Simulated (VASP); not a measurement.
# P (C2/m) in VASP: single point with PBEsol

Aim: the single point of P with PBEsol.

Program: VASP 6.6.1. These are calculated values, not measurements. Logs are shortened: lines on timing, memory, paths and dates and some standing lists are left out, and cuts for length are marked.

**1. The cell of the first run**

It takes space group C2/m (No. 12, monoclinic). The conventional cell has a = 9.033 Å, b = 7.972 Å, c = 5.294 Å, α = 90.00°, β = 90.48°, γ = 90.00°. Within 2.7 Å of P (site symmetry m) lie 3 P at 2.04 to 2.36 Å. P (site symmetry m) has 3 P at 2.04 to 2.07 Å within 2.7 Å. P (site symmetry 1) has 3 P at 2.07 to 2.38 Å within 2.7 Å.

**2. Single point, PBEsol (atoms displaced along a vibrational mode)**

INCAR reads:

```
SYSTEM = P
  PREC = Accurate
  ENCUT = 520
  EDIFF = 1E-6
  ISMEAR = 0
  SIGMA = 0.05
  LREAL = .False.
  LASPH = .True.
  NELM = 80
  ALGO = Normal
  ISIF = 2
  LWAVE = .False.
  LCHARG = .False.
  GGA = PS
  NBANDS = 30
```

KPOINTS reads:

```
Automatic mesh
0
Gamma
  6 6 6
  0 0 0
```

POSCAR reads:

```
P
1.0
    4.5164988030     -3.9859026526     -0.0096600381
    4.5164988030      3.9859026526     -0.0096600381
   -0.0334229708      0.0000000000      5.2942619569
P
8
Direct
    0.8606992831      0.8606992831      0.2508624035
    0.1393007169      0.1393007169      0.7491375965
    0.7189853568      0.7189853568      0.5477660854
    0.2810146432      0.2810146432      0.4522339146
    0.4859027670      0.7846803107      0.2612900299
    0.2153196893      0.5140972330      0.7387099701
    0.5140972330      0.2153196893      0.7387099701
    0.7846803107      0.4859027670      0.2612900299
```

Potentials or basis: VASP PAW PBE potentials, release 64 (P).

Run with:

```console
cat potpaw_PBE.64/P/POTCAR > POTCAR
mpirun -np 1 vasp_std > vasp.out
```

OUTCAR:

```text
SYSTEM = P
   PREC = Accurate
   ENCUT = 520
   EDIFF = 1E-6
   ISMEAR = 0
   LREAL = .False.
   LASPH = .True.
   NELM = 80
   ISIF = 2
   GGA = PS

 ion  position               nearest neighbor table
   1  0.861  0.861  0.251-   3 2.04   5 2.36   8 2.36
   2  0.139  0.139  0.749-   4 2.04   6 2.36   7 2.36
   3  0.719  0.719  0.548-   1 2.04   5 2.07   8 2.07
   4  0.281  0.281  0.452-   2 2.04   6 2.07   7 2.07
   5  0.486  0.785  0.261-   3 2.07   1 2.36   8 2.38
   6  0.215  0.514  0.739-   4 2.07   2 2.36   7 2.38
   7  0.514  0.215  0.739-   4 2.07   2 2.36   6 2.38
   8  0.785  0.486  0.261-   3 2.07   1 2.36   5 2.38

  LATTYP: Found a base centered monoclinic cell.
 ALAT       =     9.0330182672
 B/A-ratio  =     0.8825184528
 C/A-ratio  =     0.5861127809
 COS(beta)  =    -0.0084517013

  Lattice vectors:

 A1 = (   4.5164988030,  -3.9859026526,  -0.0096600381)
 A2 = (   4.5164988030,   3.9859026526,  -0.0096600381)
 A3 = (  -0.0334229708,   0.0000000000,   5.2942619569)

Analysis of symmetry for initial positions (statically):
=====================================================================
 Subroutine PRICEL returns:
 Original cell was already a primitive cell.

 Routine SETGRP: Setting up the symmetry group for a
 base centered monoclinic supercell.

 Subroutine GETGRP returns: Found  4 space group operations
 (whereof  4 operations were pure point group operations)
 out of a pool of  4 trial point group operations.

The static configuration has the point symmetry C_2h.

Analysis of symmetry for dynamics (positions and initial velocities):
=====================================================================
 Subroutine PRICEL returns:
 Original cell was already a primitive cell.

 Routine SETGRP: Setting up the symmetry group for a
 base centered monoclinic supercell.

 Subroutine GETGRP returns: Found  4 space group operations
 (whereof  4 operations were pure point group operations)
 out of a pool of  4 trial point group operations.

The dynamic configuration has the point symmetry C_2h.

 Subroutine INISYM returns: Found  4 space group operations
 (whereof  4 operations are pure point group operations),
 and found     1 'primitive' translations

----------------------------------------------------------------------------------------

                                     Primitive cell

  volume of cell :     190.6155

  direct lattice vectors                    reciprocal lattice vectors
     4.516498803 -3.985902653 -0.009660038     0.110706716 -0.125442100  0.000698898
     4.516498803  3.985902653 -0.009660038     0.110706716  0.125442100  0.000698898
    -0.033422971  0.000000000  5.294261957     0.000403996  0.000000000  0.188886291

  length of vectors
     6.023808987  6.023808987  5.294367456     0.167308655  0.167308655  0.188886723

  position of ions in fractional coordinates (direct lattice)
     0.860699283  0.860699283  0.250862404
     0.139300717  0.139300717  0.749137596
     0.718985357  0.718985357  0.547766085
     0.281014643  0.281014643  0.452233915
     0.485902767  0.784680311  0.261290030
     0.215319689  0.514097233  0.738709970
     0.514097233  0.215319689  0.738709970
     0.784680311  0.485902767  0.261290030

  ion indices of the primitive-cell ions
   primitive index   ion index
                 1           1
                 2           2
                 3           3
                 4           4
                 5           5
                 6           6
                 7           7
                 8           8

----------------------------------------------------------------------------------------

 KPOINTS: Automatic mesh

Automatic generation of k-mesh.
 Grid dimensions read from file:
 generate k-points for:    6    6    6

 Generating k-lattice:

  Cartesian coordinates                     Fractional coordinates (reciprocal lattice)
     0.018451119 -0.020907017  0.000116483     0.166666667 -0.000000000  0.000000000
     0.018451119  0.020907017  0.000116483    -0.000000000  0.166666667  0.000000000
     0.000067333  0.000000000  0.031481048     0.000000000  0.000000000  0.166666667

  Length of vectors
     0.027884776  0.027884776  0.031481120

  Shift w.r.t. Gamma in fractional coordinates (k-lattice)
     0.000000000  0.000000000  0.000000000

 Subroutine IBZKPT returns following result:
 ===========================================

 Found     68 irreducible k-points:

 Following reciprocal coordinates:
            Coordinates               Weight
  0.000000  0.000000  0.000000      1.000000
  0.166667 -0.000000 -0.000000      4.000000
  0.333333  0.000000 -0.000000      4.000000
  0.500000 -0.000000 -0.000000      2.000000
  0.166667  0.166667 -0.000000      2.000000
  0.333333  0.166667 -0.000000      4.000000
[... 16 lines left out ...]
 -0.333333  0.166667  0.166667      4.000000
 -0.166667  0.166667  0.166667      4.000000
 [... further k-points ...]
   k-points           NKPTS =     68   k-points in BZ     NKDIM =     68   number of bands    NBANDS=     30
   number of dos      NEDOS =    301   number of ions     NIONS =      8
   total plane-waves  NPLWV =  92160
   dimension x,y,z NGX =    48 NGY =   48 NGZ =   40
   dimension x,y,z NGXF=    96 NGYF=   96 NGZF=   80
   ions per type =               8
   NGX,Y,Z   is equivalent  to a cutoff of  13.25, 13.25, 12.56 a.u.
   NGXF,Y,Z  is equivalent  to a cutoff of  26.49, 26.49, 25.12 a.u.
 SYSTEM =  P
   PREC   = accura    normal or accurate (medium, high low for compatibility)
   ISTART =      0    job   : 0-new  1-cont  2-samecut
   ICHARG =      2    charge: 1-file 2-atom 10-const
   ISPIN  =      1    spin polarized calculation?
   LNONCOLLINEAR =      F non collinear calculations
   LSORBIT =      F    spin-orbit coupling
   LASPH  =      T    aspherical Exc in radial PAW
   ENCUT  =  520.0 eV  38.22 Ry    6.18 a.u.  11.20 11.20  9.84*2*pi/ulx,y,z
   NELM   =     80;   NELMIN=  2; NELMDL= -5     # of ELM steps
   EDIFF  = 0.1E-05   stopping-criterion for ELM
   LREAL  =      F    real-space projection
   EDIFFG = 0.1E-04   stopping-criterion for IOM
   NSW    =      0    number of steps for IOM
   IBRION =     -1    ionic relax: 0-MD 1-quasi-New 2-CG
   NFREE  =      0    steps in history (QN), initial steepest desc. (CG)
   ISIF   =      2    stress and relaxation
   ISYM   =      2    0-nonsym 1-usesym 2-fastsym
   POTIM  = 0.5000    time-step for ionic-motion
   TEBEG  =    0.0;   TEEND  =   0.0 temperature during run
   PSTRESS=    0.0 pullay stress
   NELECT =      40.0000    total number of electrons
   NUPDOWN=      -1.0000    fix difference up-down
   EMIN   =  10.00;   EMAX   =-10.00  energy-range for DOS
   EFERMI =   0.00;   METHOD = LEGACY
   ISMEAR =     0;   SIGMA  =   0.05  broadening in eV -4-tet -1-fermi 0-gaus
   EFERMI_NEDOS =   21; number of points for ismear=-14 and -15
   IALGO  =     38    algorithm
   IMIX   =      4    mixing-type and parameters
     AMIX     =   0.40;   BMIX     =  1.00
     AMIX_MAG =   1.60;   BMIX_MAG =  1.00
  volume/ion in A,a.u.               =      23.83       160.79
  Fermi-wavevector in a.u.,A,eV,Ry     =   0.972842  1.838404 12.876835  0.946421
  Thomas-Fermi vector in A             =   2.103173
   LORBIT       =      0    0 simple, 1 ext, 2 COOP (PROOUT), +10 PAW based schemes
   GGA     = PS    functional components
   LHFCALC =     F    Hartree Fock is set to
   AEXX    =    0.0000 exact exchange contribution
   IVDW    =     0    specifies the selected vdW correction
   LEPSILON=     F    determine dielectric tensor
   LRPA    =     F    only Hartree local field effects (RPA)
 non-spin polarized calculation
 Gauss-broadening in eV      SIGMA  =   0.05
  energy-cutoff  :      520.00
  volume of cell :      190.62
 maximum number of plane-waves:      5154
 NGX is ok and might be reduce to    48
   NGX = 23   NGY = 23   NGZ = 19

 number of electron      40.0000000 magnetization

 Free energy of the ion-electron system (eV)
  ---------------------------------------------------
  ext. energy  EPLUGINS =         0.00000000
  ---------------------------------------------------
  free energy    TOTEN  =       -42.68525482 eV

  energy without entropy =      -42.68525482  energy(sigma->0) =      -42.68525482

 E-fermi :   2.9929     XC(G=0):  -8.8922

 val. band max:        2.7566263365   @ k =   0.5000   0.5000   0.5000
 cond. band min:       4.2979884952   @ k =   0.5000   0.5000  -0.0000
 fundamental gap:      1.5413621588
 Fermi energy:         2.9928708336

 k-point     1 :       0.0000    0.0000    0.0000
  band No.  band energies     occupation
      1     -12.2900      2.00000
      2     -11.8154      2.00000
      3      -6.1075      2.00000
      4      -5.8751      2.00000
      5      -5.4293      2.00000
      6      -5.3537      2.00000
[... 22 lines left out ...]
     29       8.7666      0.00000
     30       8.8220      0.00000

 k-point     2 :       0.1667   -0.0000   -0.0000
  band No.  band energies     occupation
      1     -12.2601      2.00000
      2     -11.8436      2.00000
      3      -6.1115      2.00000
      4      -5.8927      2.00000
      5      -5.4898      2.00000
      6      -5.3988      2.00000
[... 22 lines left out ...]
     29       8.3718      0.00000
     30       8.7989      0.00000

 k-point     3 :       0.3333    0.0000   -0.0000
  band No.  band energies     occupation
      1     -12.1814      2.00000
      2     -11.9190      2.00000
      3      -6.1446      2.00000
      4      -5.8473      2.00000
      5      -5.6713      2.00000
      6      -5.4650      2.00000
[... 22 lines left out ...]
     29       7.9766      0.00000
     30       8.2391      0.00000

 k-point     4 :       0.5000   -0.0000   -0.0000
  band No.  band energies     occupation
      1     -12.1124      2.00000
      2     -11.9863      2.00000
      3      -6.1525      2.00000
      4      -5.8678      2.00000
      5      -5.6537      2.00000
      6      -5.5636      2.00000
[... 616 lines left out ...]
     29       7.8891      0.00000
     30       8.3978      0.00000

 k-point    23 :      -0.3333    0.1667    0.1667
  band No.  band energies     occupation
      1     -12.1219      2.00000
      2     -11.9563      2.00000
      3      -6.2319      2.00000
      4      -5.9071      2.00000
      5      -5.6950      2.00000
      6      -5.3679      2.00000
[... 22 lines left out ...]
     29       7.8385      0.00000
     30       8.2419      0.00000

 k-point    24 :      -0.1667    0.1667    0.1667
  band No.  band energies     occupation
      1     -12.2010      2.00000
      2     -11.8857      2.00000
      3      -6.0817      2.00000
      4      -5.8986      2.00000
      5      -5.6756      2.00000
      6      -5.3401      2.00000
[... 22 lines left out ...]
     29       8.1364      0.00000
     30       8.4946      0.00000

 [... further k-points ...]
[... 5 lines left out ...]
  --------------------------------------------------------------------------------------
  -------------------------------------------------------------------------------------
  Total       -3.1611962     -4.9445774     18.1095982      0.0000000      0.0000000     -0.3157597
  in kB      -26.5707549    -41.5605818    152.2163316      0.0000000      0.0000000     -2.6540504
  external PRESSURE =      28.0283316 kB  Pullay stress =       0.0000000 kB

 VOLUME and BASIS-vectors are now :
 -----------------------------------------------------------------------------
  energy-cutoff  :      520.00
  volume of cell :      190.62
      direct lattice vectors                 reciprocal lattice vectors
     4.516498803 -3.985902653 -0.009660038     0.110706716 -0.125442100  0.000698898
     4.516498803  3.985902653 -0.009660038     0.110706716  0.125442100  0.000698898
    -0.033422971  0.000000000  5.294261957     0.000403996  0.000000000  0.188886291

 POSITION                                       TOTAL-FORCE (eV/Angst)
 -----------------------------------------------------------------------------------
      7.76631      0.00000      1.31150        -0.591747     -0.000000     -2.174555
      1.23326      0.00000      3.96344         0.591747     -0.000000      2.174555
      6.47629      0.00000      2.88613        -0.118505     -0.000000      5.734763
      2.52329      0.00000      2.38882         0.118505     -0.000000     -5.734763
      5.72985      1.19090      1.37106         0.391145     -0.891768     -1.723389
      3.26972      1.19090      3.90388        -0.391145     -0.891768      1.723389
      3.26972     -1.19090      3.90388        -0.391145      0.891768      1.723389
      5.72985     -1.19090      1.37106         0.391145      0.891768     -1.723389
 -----------------------------------------------------------------------------------
    total drift:                                0.000000     -0.000000      0.000000

  FREE ENERGIE OF THE ION-ELECTRON SYSTEM (eV)
  ---------------------------------------------------
  free  energy   TOTEN  =       -42.6852548175 eV

  energy  without entropy=      -42.6852548175  energy(sigma->0) =      -42.68525482
```

Wall time 12 min (1 thread of AMD EPYC 7R43 (Zen 3), shared host); peak memory 0.4 GiB.

What came out:

```
Free energy            : -42.6853 eV
Pressure               : 2.8 GPa
Largest force          : 5.736 eV/Å
Band gap on the k mesh : 1.54 eV (least direct gap 1.70 eV)
```

Forces in eV/Å, atoms in the order of the input:
```
P   -0.592  0.000 -2.175
P    0.592  0.000  2.175
P   -0.119  0.000  5.735
P    0.119  0.000 -5.735
P    0.391 -0.892 -1.723
P   -0.391 -0.892  1.723
P   -0.391  0.892  1.723
P    0.391  0.892 -1.723
```

Stress tensor (GPa, compression positive):
```
-2.66  0.00 -0.27
 0.00 -4.16  0.00
-0.27  0.00 15.22
```

Caveat: the cell differs from its parent crystal (atoms displaced along a vibrational mode); the stress differs along the axes, from -4 to 15 GPa; this functional lacks dispersion, which holds the molecules together, so the pressure and a relaxed volume are unreliable; the PAW data sets were made with another functional, which shifts forces and pressure a little. A k mesh can miss the band edges.
